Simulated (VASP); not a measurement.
# Cd: relaxation of cell and atoms with PBEsol

Crystal: Cd.

```
Cd
1.0
     0.00000    2.21000    2.21000
     2.21000    0.00000    2.21000
     2.21000    2.21000    0.00000
Cd
1
Cartesian
  0.0000 0.0000 0.0000
```

This isn't the form of Cd at room conditions, which is hcp.

```yaml
Program: VASP 6.6.1
Task: relaxation of cell and atoms
Functional: PBEsol
Potentials_or_basis: VASP PAW PBE potentials, release 64 (Cd)
Cutoff: 500 eV
k_mesh: 16 × 16 × 16
Occupations: methfessel-paxton, width 0.1 eV
Spin: no spin polarisation
Dipole_correction: no
Further_INCAR_settings: ALGO = Normal; EDIFF = 1e-07; IBRION = 2; EDIFFG = -0.02; NSW = 80; ISIF = 3
```

```json
{
  "Relaxed volume": "21.10 Å³/atom",
  "Relaxed cell": "a = 3.102 Å, b = 3.102 Å, c = 3.102 Å, α = 60.00°, β = 60.00°, γ = 60.00°",
  "Space group after relaxing (to 0.1 Å)": "Fm-3m (No. 225)",
  "Energy gained by relaxing": "1.7 meV/atom",
  "Ionic steps": "2",
  "Pressure after relaxing": "0.1 GPa",
  "Band gap on the k mesh": "zero (bands 6 and 7 overlap by 3.36 eV)"
}
```

Step by step:
| step | energy change (eV) | largest force (eV/Å) | pressure (GPa) | volume (Å³) |
| --- | --- | --- | --- | --- |
| 1 | 0.0000 | 0.0000 | -1.17 | 21.59 |
| 2 | -0.0017 | 0.0000 | 0.05 | 21.10 |

Final structure:
```
Cd
1.0
     0.00000    2.19323    2.19323
     2.19323    0.00000    2.19323
     2.19323    2.19323    0.00000
Cd
1
Direct
  0.00000 0.00000 0.00000
```

Levels at points of the mesh, in eV from the Fermi level:
| k point | band 2 | band 3 | band 4 | band 5 | band 6 | band 7 | band 8 | band 9 | band 10 |
| --- | --- | --- | --- | --- | --- | --- | --- | --- | --- |
| (0.00, 0.00, 0.00) | -9.16 | -9.16 | -9.08 | -8.67 | -8.67 | 14.01 | 15.26 | 15.26 | 15.26 |
| (0.50, 0.00, 0.00) | -9.16 | -9.16 | -8.26 | -8.26 | -2.49 | -1.28 | 12.82 | 12.82 | 13.10 |
| (0.50, 0.50, 0.00) | -9.79 | -8.29 | -8.16 | -8.16 | -0.92 | 1.50 | 6.87 | 6.87 | 11.30 |

Run time: 11 s on 1 thread of Intel(R) Xeon(R) 6975P-C (Granite Rapids), with other jobs on the host, peak memory 0.14 GiB.

Caveat: the PAW data sets were made with another functional, which shifts forces and pressure a little.
